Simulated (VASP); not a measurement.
# TiSi2 (P6/mmm) in VASP: settings compared

Aim: see how the results for TiSi2 move with the level of theory and the settings. Levels: BLYP, PBE+U, PBEsol+U, LDA. Tasks: single point, relaxation of cell and atoms.

Program: VASP 6.6.1. These are calculated values, not measurements. Logs are shortened: lines on timing, memory, paths and dates and some standing lists are left out, and cuts for length are marked.

## Step 1: The cell of the first run

It takes space group P6/mmm (No. 191, hexagonal). Conventional cell: a = 4.497 Å, b = 4.497 Å, c = 2.567 Å, α = 90.00°, β = 90.00°, γ = 120.00°. Ti (site symmetry 6/mmm) has 2 Ti at 2.57 Å and 12 Si at 2.90 Å within 3.4 Å. Si (site symmetry -6m2) has 5 Si at 2.57 to 2.60 Å and 6 Ti at 2.90 Å within 3.4 Å.

## Step 2: Single point, BLYP

The input, INCAR:

```
AGGAC    = 1.0          
AGGAX    = 1.0          
ALDAC    = 0.0          
ALDAX    = 1.0          
ALGO     = Normal         # electronic algorithm
EDIFF    = 1E-6           # SCF threshold, eV
ENCUT    = 520            # plane-wave cutoff, eV
GGA      = B5             # functional
ISIF     = 2              # what is computed and relaxed
ISMEAR   = -1             # smearing method
LASPH    = True           # aspherical terms in the spheres
LCHARG   = False          # write CHGCAR
LREAL    = False          # projectors in reciprocal space
LWAVE    = False          # write WAVECAR
NBANDS   = 17             # bands
NELM     = 60             # most SCF steps
PREC     = Accurate       # precision mode
SIGMA    = 0.05           # smearing width, eV
```

The input, KPOINTS:

```
k-points
0
Gamma
  7 7 10
```

The input, POSCAR:

```
TiSi2
1.0
    4.4972861080      0.0000000000      0.0000000000
   -2.2486430540      3.8947640176      0.0000000000
    0.0000000000      0.0000000000      2.5668797646
Ti Si
1 2
Direct
    0.0000000000      0.0000000000      0.0000000000
    0.3333333333      0.6666666667      0.5000000000
    0.6666666667      0.3333333333      0.5000000000
```

Potentials or basis: VASP PAW PBE potentials, release 64 (Ti_sv, Si).

Run with:

```bash
> cat potpaw_PBE.64/Ti_sv/POTCAR potpaw_PBE.64/Si/POTCAR > POTCAR
> mpirun -np 1 vasp_std > vasp.out
```

OUTCAR:

```text
EDIFF = 1E-6
   ENCUT = 520
   GGA = B5
   ISIF = 2
   ISMEAR = -1
   LASPH = True
   LREAL = False
   NELM = 60
   PREC = Accurate

 ion  position               nearest neighbor table
   1  0.000  0.000  0.000-   2 2.90   3 2.90   2 2.90   3 2.90   2 2.90   2 2.90   3 2.90   3 2.90
                             3 2.90   3 2.90   2 2.90   2 2.90
   2  0.333  0.667  0.500-   3 2.60   3 2.60   3 2.60   1 2.90   1 2.90   1 2.90   1 2.90   1 2.90
                             1 2.90
   3  0.667  0.333  0.500-   2 2.60   2 2.60   2 2.60   1 2.90   1 2.90   1 2.90   1 2.90   1 2.90
                             1 2.90

  LATTYP: Found a hexagonal cell.
 ALAT       =     4.4972861080
 C/A-ratio  =     0.5707619446

  Lattice vectors:

 A1 = (   4.4972861080,   0.0000000000,   0.0000000000)
 A2 = (  -2.2486430540,   3.8947640176,   0.0000000000)
 A3 = (   0.0000000000,   0.0000000000,   2.5668797646)

Analysis of symmetry for initial positions (statically):
=====================================================================
 Subroutine PRICEL returns:
 Original cell was already a primitive cell.

 Routine SETGRP: Setting up the symmetry group for a
 hexagonal supercell.

 Subroutine GETGRP returns: Found 24 space group operations
 (whereof 24 operations were pure point group operations)
 out of a pool of 24 trial point group operations.

The static configuration has the point symmetry D_6h.

Analysis of symmetry for dynamics (positions and initial velocities):
=====================================================================
 Subroutine PRICEL returns:
 Original cell was already a primitive cell.

 Routine SETGRP: Setting up the symmetry group for a
 hexagonal supercell.

 Subroutine GETGRP returns: Found 24 space group operations
 (whereof 24 operations were pure point group operations)
 out of a pool of 24 trial point group operations.

The dynamic configuration has the point symmetry D_6h.

 Subroutine INISYM returns: Found 24 space group operations
 (whereof 24 operations are pure point group operations),
 and found     1 'primitive' translations

----------------------------------------------------------------------------------------

                                     Primitive cell

  volume of cell :      44.9611

  direct lattice vectors                    reciprocal lattice vectors
     4.497286108  0.000000000  0.000000000     0.222356322  0.128377483  0.000000000
    -2.248643054  3.894764018  0.000000000     0.000000000  0.256754965  0.000000000
     0.000000000  0.000000000  2.566879765     0.000000000  0.000000000  0.389578045

  length of vectors
     4.497286108  4.497286108  2.566879765     0.256754965  0.256754965  0.389578045

  position of ions in fractional coordinates (direct lattice)
     0.000000000  0.000000000  0.000000000
     0.333333333  0.666666667  0.500000000
     0.666666667  0.333333333  0.500000000

  ion indices of the primitive-cell ions
   primitive index   ion index
                 1           1
                 2           2
                 3           3

----------------------------------------------------------------------------------------

 KPOINTS: k-points

Automatic generation of k-mesh.
 Grid dimensions read from file:
 generate k-points for:    7    7   10

 Generating k-lattice:

  Cartesian coordinates                     Fractional coordinates (reciprocal lattice)
     0.031765189  0.018339640  0.000000000     0.142857143 -0.000000000  0.000000000
     0.000000000  0.036679281  0.000000000     0.000000000  0.142857143  0.000000000
     0.000000000  0.000000000  0.038957804     0.000000000  0.000000000  0.100000000

  Length of vectors
     0.036679281  0.036679281  0.038957804

  Shift w.r.t. Gamma in fractional coordinates (k-lattice)
     0.000000000  0.000000000  0.000000000

 Subroutine IBZKPT returns following result:
 ===========================================

 Found     48 irreducible k-points:

 Following reciprocal coordinates:
            Coordinates               Weight
  0.000000  0.000000  0.000000      1.000000
  0.142857  0.000000  0.000000      6.000000
  0.285714  0.000000  0.000000      6.000000
  0.428571  0.000000  0.000000      6.000000
  0.142857  0.142857  0.000000      6.000000
  0.285714  0.142857  0.000000     12.000000
[... 16 lines left out ...]
  0.428571  0.142857  0.200000     12.000000
  0.285714  0.285714  0.200000     12.000000
 [... further k-points ...]
   k-points           NKPTS =     48   k-points in BZ     NKDIM =     48   number of bands    NBANDS=     17
   number of dos      NEDOS =    301   number of ions     NIONS =      3
   total plane-waves  NPLWV =  25920
   dimension x,y,z NGX =    36 NGY =   36 NGZ =   20
   dimension x,y,z NGXF=    72 NGYF=   72 NGZF=   40
   ions per type =               1   2
   NGX,Y,Z   is equivalent  to a cutoff of  13.31, 13.31, 12.95 a.u.
   NGXF,Y,Z  is equivalent  to a cutoff of  26.62, 26.62, 25.91 a.u.
 SYSTEM =  unknown system
   PREC   = accura    normal or accurate (medium, high low for compatibility)
   ISTART =      0    job   : 0-new  1-cont  2-samecut
   ICHARG =      2    charge: 1-file 2-atom 10-const
   ISPIN  =      1    spin polarized calculation?
   LNONCOLLINEAR =      F non collinear calculations
   LSORBIT =      F    spin-orbit coupling
   LASPH  =      T    aspherical Exc in radial PAW
   ENCUT  =  520.0 eV  38.22 Ry    6.18 a.u.   8.36  8.36  4.77*2*pi/ulx,y,z
   NELM   =     60;   NELMIN=  2; NELMDL= -5     # of ELM steps
   EDIFF  = 0.1E-05   stopping-criterion for ELM
   LREAL  =      F    real-space projection
   EDIFFG = 0.1E-04   stopping-criterion for IOM
   NSW    =      0    number of steps for IOM
   IBRION =     -1    ionic relax: 0-MD 1-quasi-New 2-CG
   NFREE  =      0    steps in history (QN), initial steepest desc. (CG)
   ISIF   =      2    stress and relaxation
   ISYM   =      2    0-nonsym 1-usesym 2-fastsym
   POTIM  = 0.5000    time-step for ionic-motion
   TEBEG  =    0.0;   TEEND  =   0.0 temperature during run
   PSTRESS=    0.0 pullay stress
   NELECT =      20.0000    total number of electrons
   NUPDOWN=      -1.0000    fix difference up-down
   EMIN   =  10.00;   EMAX   =-10.00  energy-range for DOS
   EFERMI =   0.00;   METHOD = LEGACY
   ISMEAR =    -1;   SIGMA  =   0.05  broadening in eV -4-tet -1-fermi 0-gaus
   EFERMI_NEDOS =   21; number of points for ismear=-14 and -15
   IALGO  =     38    algorithm
   IMIX   =      4    mixing-type and parameters
     AMIX     =   0.40;   BMIX     =  1.00
     AMIX_MAG =   1.60;   BMIX_MAG =  1.00
  volume/ion in A,a.u.               =      14.99       101.14
  Fermi-wavevector in a.u.,A,eV,Ry     =   1.249700  2.361591 21.248900  1.561750
  Thomas-Fermi vector in A             =   2.383728
   LORBIT       =      0    0 simple, 1 ext, 2 COOP (PROOUT), +10 PAW based schemes
   GGA     = B5    functional components
   LHFCALC =     F    Hartree Fock is set to
   AEXX    =    0.0000 exact exchange contribution
   IVDW    =     0    specifies the selected vdW correction
   LEPSILON=     F    determine dielectric tensor
   LRPA    =     F    only Hartree local field effects (RPA)
 non-spin polarized calculation
  energy-cutoff  :      520.00
  volume of cell :       44.96
 maximum number of plane-waves:      1251
 NGX is ok and might be reduce to    36
   NGX = 17   NGY = 17   NGZ =  9

 number of electron      20.0000008 magnetization

 Free energy of the ion-electron system (eV)
  ---------------------------------------------------
  ext. energy  EPLUGINS =         0.00000000
  ---------------------------------------------------
  free energy    TOTEN  =       -16.05428427 eV

  energy without entropy =      -16.03324570  energy(sigma->0) =      -16.04376499

 E-fermi :  10.2829     XC(G=0): -10.7956

 val. band max:       10.2676939593   @ k =   0.0000   0.0000   0.5000
 cond. band min:      10.3154284513   @ k =   0.1429   0.1429   0.4000
 fundamental gap:      0.0477344919
 Fermi energy:        10.2829022116

 k-point     1 :       0.0000    0.0000    0.0000
  band No.  band energies     occupation
      1     -46.3609      2.00000
      2     -22.8346      2.00000
      3     -22.8346      2.00000
      4     -22.1750      2.00000
      5      -2.4127      2.00000
      6       4.7521      2.00000
[... 9 lines left out ...]
     16      15.3927      0.00000
     17      17.6353      0.00000

 k-point     2 :       0.1429    0.0000    0.0000
  band No.  band energies     occupation
      1     -46.3608      2.00000
      2     -22.8364      2.00000
      3     -22.8350      2.00000
      4     -22.1750      2.00000
      5      -2.2274      2.00000
      6       3.3490      2.00000
[... 9 lines left out ...]
     16      16.0223      0.00000
     17      17.8519      0.00000

 k-point     3 :       0.2857    0.0000    0.0000
  band No.  band energies     occupation
      1     -46.3607      2.00000
      2     -22.8403      2.00000
      3     -22.8359      2.00000
      4     -22.1749      2.00000
      5      -1.6957      2.00000
      6       1.8650      2.00000
[... 9 lines left out ...]
     16      17.3218      0.00000
     17      18.4296      0.00000

 k-point     4 :       0.4286    0.0000    0.0000
  band No.  band energies     occupation
      1     -46.3606      2.00000
      2     -22.8435      2.00000
      3     -22.8366      2.00000
      4     -22.1748      2.00000
      5      -0.9448      2.00000
      6       0.6544      2.00000
[... 9 lines left out ...]
     16      16.3054      0.00000
     17      17.6471      0.00000
[... 343 lines left out ...]
      1     -46.3049      2.00000
      2     -22.7950      2.00000
      3     -22.7910      2.00000
      4     -22.5438      2.00000
      5      -0.3849      2.00000
      6       1.9279      2.00000
[... 9 lines left out ...]
     16      14.6850      0.00000
     17      16.5171      0.00000

 k-point    23 :       0.4286    0.1429    0.2000
  band No.  band energies     occupation
      1     -46.3048      2.00000
      2     -22.7961      2.00000
      3     -22.7915      2.00000
      4     -22.5436      2.00000
      5       0.1707      2.00000
      6       1.1883      2.00000
[... 9 lines left out ...]
     16      14.9801      0.00000
     17      15.5684      0.00000

 k-point    24 :       0.2857    0.2857    0.2000
  band No.  band energies     occupation
      1     -46.3048      2.00000
      2     -22.7951      2.00000
      3     -22.7930      2.00000
      4     -22.5436      2.00000
      5       0.2859      2.00000
      6       1.1537      2.00000
[... 9 lines left out ...]
     16      14.3855      0.00000
     17      15.2418      0.00000

 [... further k-points ...]
[... 5 lines left out ...]
  --------------------------------------------------------------------------------------
  -------------------------------------------------------------------------------------
  Total        0.0847876      0.0847876      0.0925284      0.0000000      0.0000000      0.0000000
  in kB        3.0213819      3.0213819      3.2972243      0.0000000      0.0000000      0.0000000
  external PRESSURE =       3.1133294 kB  Pullay stress =       0.0000000 kB

 VOLUME and BASIS-vectors are now :
 -----------------------------------------------------------------------------
  energy-cutoff  :      520.00
  volume of cell :       44.96
      direct lattice vectors                 reciprocal lattice vectors
     4.497286108  0.000000000  0.000000000     0.222356322  0.128377483  0.000000000
    -2.248643054  3.894764018  0.000000000     0.000000000  0.256754965  0.000000000
     0.000000000  0.000000000  2.566879765     0.000000000  0.000000000  0.389578045

 POSITION                                       TOTAL-FORCE (eV/Angst)
 -----------------------------------------------------------------------------------
      0.00000      0.00000      0.00000         0.000000      0.000000     -0.000000
     -0.00000      2.59651      1.28344         0.000000      0.000000     -0.000000
      2.24864      1.29825      1.28344        -0.000000      0.000000      0.000000
 -----------------------------------------------------------------------------------
    total drift:                               -0.000000      0.000000      0.000000

  FREE ENERGIE OF THE ION-ELECTRON SYSTEM (eV)
  ---------------------------------------------------
  free  energy   TOTEN  =       -16.0542842743 eV

  energy  without entropy=      -16.0332456984  energy(sigma->0) =      -16.04376499
```

It took 36 s on 1 thread of Intel Xeon Platinum 8488C (Sapphire Rapids), shared host; peak memory 0.18 GiB.

What came out:

```
Free energy            : -16.0543 eV
Pressure               : 0.3 GPa
Band gap on the k mesh : zero (bands 10 and 11 overlap by 2.46 eV)
```

Levels at points of the mesh, in eV from the Fermi level:
```csv
k point,band 7,band 8,band 9,band 10,band 11,band 12,band 13,band 14
"(0.00, 0.00, 0.00)",-4.88,-4.88,-1.61,-0.90,-0.90,2.76,2.76,3.00
"(0.00, 0.00, 0.50)",-2.06,-2.06,-1.09,-0.65,-0.65,-0.02,-0.02,0.57
```

Caveat: the PAW data sets were made with another functional, which shifts forces and pressure a little.

## Step 3: Single point, PBE+U

This run uses another cell than the first one, of 14.15 Å³/atom.

The input, INCAR:

```
ALGO = Normal
EDIFF = 1E-6
ENCUT = 520
GGA = PE
ISIF = 2
ISMEAR = -1
LASPH = True
LCHARG = False
LDAU = True
LDAUJ = 0 0
LDAUL = 2 -1
LDAUPRINT = 1
LDAUTYPE = 2
LDAUU = 6 0
LMAXMIX = 4
LREAL = False
LWAVE = False
NBANDS = 17
NELM = 150
PREC = Accurate
SIGMA = 0.05
```

KPOINTS is that of step 2.

The input, POSCAR:

```
TiSi2
1.0
    4.3746400000      0.0000000000      0.0000000000
   -2.1873200000      3.7885500000      0.0000000000
    0.0000000000      0.0000000000      2.5610100000
Ti Si
1 2
Direct
    0.0000000000      0.0000000000      0.0000000000
    0.3333300000      0.6666700000      0.5000000000
    0.6666700000      0.3333300000      0.5000000000
```

Potentials or basis: VASP PAW PBE potentials, release 64 (Ti_sv, Si).

Run with:

```bash
> cat potpaw_PBE.64/Ti_sv/POTCAR potpaw_PBE.64/Si/POTCAR > POTCAR
> mpirun -np 1 vasp_std > vasp.out
```

It took 43 s on 1 thread of Intel Xeon Platinum 8488C (Sapphire Rapids), shared host; peak memory 0.21 GiB.

It converged, with:

* Free energy: -14.7801 eV
* Pressure: 7.3 GPa
* Band gap on the k mesh: zero (bands 10 and 11 overlap by 2.48 eV)

Stress tensor (GPa, compression positive):
```
8.27 0.00 0.00
0.00 8.27 0.00
0.00 0.00 5.41
```

Levels at points of the mesh, in eV from the Fermi level:
```csv
k point,band 7,band 8,band 9,band 10,band 11,band 12,band 13,band 14
"(0.00, 0.00, 0.00)",-5.29,-5.22,-2.15,-1.37,-1.37,3.65,3.65,3.77
"(0.00, 0.00, 0.50)",-1.94,-1.94,-1.01,-1.01,-0.97,-0.06,-0.06,1.25
```

Eigenvalues of the final occupation matrices:
```tsv
site	spin	trace	eigenvalues
site 1 d	1	0.94	0.13 0.13 0.16 0.16 0.37
site 1 d	2	0.94	0.13 0.13 0.16 0.16 0.37
```

Caveat: the cell stands under pressure; U without spin polarisation on a metal has little footing; the U is typed as a test and isn't derived for this compound.

## Step 4: Single point, PBEsol+U

This run uses another cell than the first one, of 14.15 Å³/atom.

The input, INCAR:

```
SYSTEM = TiSi2
PREC = Accurate
ENCUT = 520
EDIFF = 1E-7
ISMEAR = -1
SIGMA = 0.05
LREAL = .FALSE.
LASPH = .TRUE.
NELM = 150
ALGO = Normal
ISIF = 2
LWAVE = .FALSE.
LCHARG = .FALSE.
LMAXMIX = 4
LDAU = .TRUE.
LDAUTYPE = 2
LDAUL = 2 -1
LDAUU = 1 0
LDAUJ = 0 0
LDAUPRINT = 1
GGA = PS
NBANDS = 17
```

The input, KPOINTS:

```
Automatic mesh
0
G
  7 7 10
  0 0 0
```

POSCAR is that of step 3.

Run with:

```bash
> cat potpaw_PBE.64/Ti_sv/POTCAR potpaw_PBE.64/Si/POTCAR > POTCAR
> mpirun -np 1 vasp_std > vasp.out
```

It took 37 s on 1 thread of Intel Xeon Platinum 8488C (Sapphire Rapids), shared host; peak memory 0.21 GiB.

The run converged. Its results:

```
Free energy            : -20.0667 eV
Pressure               : -2.8 GPa
Band gap on the k mesh : zero (bands 10 and 11 overlap by 2.59 eV)
```

Stress tensor (GPa, compression positive):
```
-2.44  0.00  0.00
 0.00 -2.44  0.00
 0.00  0.00 -3.46
```

Levels at points of the mesh, in eV from the Fermi level:
```tsv
k point	band 6	band 7	band 8	band 9	band 10	band 11	band 12	band 13	band 14	band 15
(0.00, 0.00, 0.00)	-5.24	-5.24	-5.08	-1.70	-1.03	-1.03	2.96	2.96	3.44	3.44
(0.00, 0.00, 0.50)	-7.10	-2.26	-2.26	-0.85	-0.85	-0.83	-0.27	-0.27	1.37	4.42
```

Eigenvalues of the final occupation matrices:
| site | spin | trace | eigenvalues |
| --- | --- | --- | --- |
| site 1 d | 1 | 1.03 | 0.17 0.17 0.20 0.20 0.31 |
| site 1 d | 2 | 1.03 | 0.17 0.17 0.20 0.20 0.31 |

Caveat: the PAW data sets were made with another functional, which shifts forces and pressure a little; U without spin polarisation on a metal has little footing; the U is typed as a test and isn't derived for this compound.

(Part 1 of 2 ends here.)
